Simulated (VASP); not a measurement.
Sb:

```xyz
1
Lattice="3.0925 0.0000 0.0000 0.0000 3.0925 0.0000 0.0000 0.0000 3.1882" Properties=species:S:1:pos:R:3 pbc="T T T"
Sb    0.0000    0.0000    0.0000
```

The cell was generated, and may not be a known phase.

```yaml
Program: VASP 6.6.1
Task: relaxation of cell and atoms
Functional: PBE
Potentials_or_basis: VASP PAW PBE potentials, release 64 (Sb)
Cutoff: 600 eV
k_mesh: 18 × 18 × 18
Occupations: gaussian, width 0.1 eV
Spin: no spin polarisation
```

At the start: pressure -0.7 GPa; volume 30.49 Å³/atom.

Q: Where does the relaxation end?

A: Over 5 steps the energy falls by 7.4 meV/atom and the volume is 30.05 Å³/atom (-1.5 %); space group Pm-3m (No. 221, to 0.1 Å) before and after.

Step by step:
| step | energy change (eV) | largest force (eV/Å) | pressure (GPa) | volume (Å³) |
| --- | --- | --- | --- | --- |
| 1 | 0.0000 | 0.0000 | -0.74 | 30.49 |
| 2 | -0.0072 | 0.0000 | 0.37 | 29.86 |
| 3 | -0.0072 | 0.0000 | 0.30 | 29.90 |
| 4 | -0.0073 | 0.0000 | -0.10 | 30.11 |
| 5 | -0.0074 | 0.0000 | 0.00 | 30.05 |

Final structure:
```cif
data_structure
_symmetry_space_group_name_H-M 'P 1'
_symmetry_Int_Tables_number 1
_cell_length_a 3.1089
_cell_length_b 3.1089
_cell_length_c 3.1089
_cell_angle_alpha 90.000
_cell_angle_beta 90.000
_cell_angle_gamma 90.000
_cell_volume 30.05
loop_
_atom_site_label
_atom_site_type_symbol
_atom_site_fract_x
_atom_site_fract_y
_atom_site_fract_z
_atom_site_occupancy
Sb1 Sb 0.00000 0.00000 0.00000 1
```

Caveat: an odd number of electrons without spin polarisation forces a metal; a magnetic or distorted state may lie lower.
